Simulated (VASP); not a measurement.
# KTaO3: single point with PBEsol

KTaO3:

```
K Ta O
1.0
     4.28426    0.00000    0.00000
     0.00000    3.98536    0.00000
     0.00000    0.00000    3.76616
K Ta O
1 1 3
Direct
  0.50000 0.50000 0.50000
  0.00000 0.00000 0.00000
  0.50000 0.00000 0.00000
  0.00000 0.50000 0.00000
  0.00000 0.00000 0.50000
```

This cell differs from its parent crystal: normal strain along x +0.0750, normal strain along z -0.0550.

```json
{"Program": "VASP 6.6.1", "Task": "single point", "Functional": "PBEsol", "Potentials or basis": "VASP PAW PBE potentials, release 64 (K_sv, Ta_pv, O)", "Cutoff": "520 eV", "k mesh": "8 × 8 × 8", "Occupations": "gaussian, width 0.05 eV", "Spin": "no spin polarisation"}
```

The pressure is 2.3 GPa and the band gap on the k mesh is 1.85 eV (least direct gap 2.29 eV).

Stress tensor (GPa, compression positive):
```
-20.12   0.00   0.00
  0.00   0.01   0.00
  0.00   0.00  27.10
```

Levels at points of the mesh, in eV from the valence-band top:
| k point | band 15 | band 16 | band 17 | band 18 | band 19 | band 20 | band 21 | band 22 | band 23 | band 24 |
| --- | --- | --- | --- | --- | --- | --- | --- | --- | --- | --- |
| (0.00, 0.00, 0.00) | -1.24 | -0.93 | -0.73 | -0.49 | -0.44 | 1.85 | 1.95 | 2.02 | 4.98 | 6.48 |
| (0.50, 0.00, 0.00) | -1.76 | -1.71 | -1.64 | -1.15 | -0.95 | 2.11 | 4.01 | 4.02 | 7.01 | 8.64 |
| (0.00, 0.50, 0.00) | -2.58 | -1.98 | -1.35 | -1.01 | -0.67 | 2.10 | 4.83 | 4.84 | 5.47 | 8.74 |
| (0.50, 0.50, 0.00) | -2.23 | -2.22 | -1.96 | -1.70 | -0.13 | 4.06 | 4.85 | 5.62 | 8.92 | 9.21 |
| (0.00, 0.00, 0.50) | -2.16 | -2.16 | -1.38 | -0.89 | -0.75 | 2.10 | 5.48 | 5.65 | 5.65 | 7.97 |
| (0.50, 0.00, 0.50) | -2.11 | -1.80 | -1.68 | -1.60 | -0.22 | 4.09 | 5.66 | 6.32 | 7.45 | 9.37 |
| (0.00, 0.50, 0.50) | -3.14 | -1.64 | -0.93 | -0.86 | -0.25 | 4.90 | 5.67 | 5.83 | 6.81 | 10.34 |
| (0.50, 0.50, 0.50) | -4.28 | -3.48 | -0.21 | -0.04 | 0.00 | 5.78 | 6.44 | 6.91 | 8.25 | 8.48 |

Wall time 4.1 min on 1 thread of Intel Xeon 8259CL (shared host), peak memory 0.33 GiB.

Caveat: the cell differs from its parent crystal (normal strain along x +0.0750, normal strain along z -0.0550); the PAW data sets were made with another functional, which shifts forces and pressure a little; spin-orbit coupling is left out, which moves the levels of the heavy elements. A k mesh can miss the band edges.
